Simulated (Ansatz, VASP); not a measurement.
MgS: VASP beside Ansatz

POSCAR

```
MgS
1.0
    0.0000000000      2.6015177400      2.6015177400
    2.7505847066      0.0000000000      2.6015177400
    2.7505847066      2.6015177400      0.0000000000
Mg S
1 1
Direct
    0.0000000000      0.0000000000      0.0000000000
    0.5000000000      0.5000000000      0.5000000000
```

Contents of INCAR.step1:

```
SYSTEM = MgS
PREC = Accurate
ENCUT = 520
EDIFF = 1E-5
ISMEAR = 0
SIGMA = 0.01
LREAL = .False.
LASPH = .True.
NELM = 60
ALGO = Normal
ISIF = 2
LWAVE = .True.
LCHARG = .False.
NBANDS = 11
GGA = PE
```

INCAR.step2

```
SYSTEM = MgS
PREC = Accurate
ENCUT = 520
EDIFF = 1E-6
ISMEAR = 0
SIGMA = 0.01
LREAL = .False.
LASPH = .True.
NELM = 60
ALGO = Normal
ISIF = 2
LWAVE = .False.
LCHARG = .False.
GGA = PE
LHFCALC = .True.
HFSCREEN = 0.2079
PRECFOCK = Normal
NBANDS = 11
ISTART = 1
```

File KPOINTS:

```
Automatic mesh
0
Gamma
  6 6 6
  0 0 0
```

Input for Ansatz:

```yaml
crystal:
  lattice:
    - [0.0, 2.60151774, 2.60151774]
    - [2.7505847066, 0.0, 2.60151774]
    - [2.7505847066, 2.60151774, 0.0]
  atoms:
    - { symbol: Mg, position: [0.0, 0.0, 0.0] }
    - { symbol: S, position: [0.5, 0.5, 0.5] }
kpoints:
  mp_grid: { grid: [6, 6, 6] }
  band_path:
    path:
      - [0.0, 0.0, 0.0]
      - [0.5, 0.0, 0.5]
      - [0.625, 0.25, 0.625]
      - [0.375, 0.375, 0.75]
      - [0.5, 0.5, 0.5]
      - [0.5, 0.25, 0.75]
    npoints: 1
hamiltonian:
  xc: hse06
scf:
  occupations: { method: fixed }
  n_extra_bands: 4
output:
  forces: true
  stress: true
  eigenvalues: true
```

Change from the starting cell: uniaxial_x strain +5.7%.

Alike in both runs: task single point; functional HSE06; k mesh 6 × 6 × 6; no spin polarisation.

|  | VASP | Ansatz |
| --- | --- | --- |
| version | VASP 6.6.1 | Ansatz 0.2.0 |
| potentials or method | VASP PAW PBE potentials, release 64 (Mg, S) | plane waves, PAW |
| plane-wave cutoff (eV) | 520 | 420 |
| occupations | gaussian, width 0.01 eV | fixed |
| valence electrons in the cell | 8 | 16 |

Ansatz gave:

| Item | Value |
| --- | --- |
| gap on the k mesh at the Fermi level (eV) | 3.45 |
| pressure (GPa) | -3.9 |
| traceless stress, the component that is largest in VASP (GPa) | -2.49 |

Task: Estimate VASP's values.

Result: gap on the k mesh at the Fermi level (eV): 3.40; pressure (GPa): -4.2; traceless stress, the component that is largest in VASP (GPa): -2.45.

VASP's potentials hold 8 valence electrons a cell and Ansatz's 16, so a difference there can come from the potentials and not from the codes. Ansatz's warnings: stress exchange threshold loose, stress scf threshold loose.
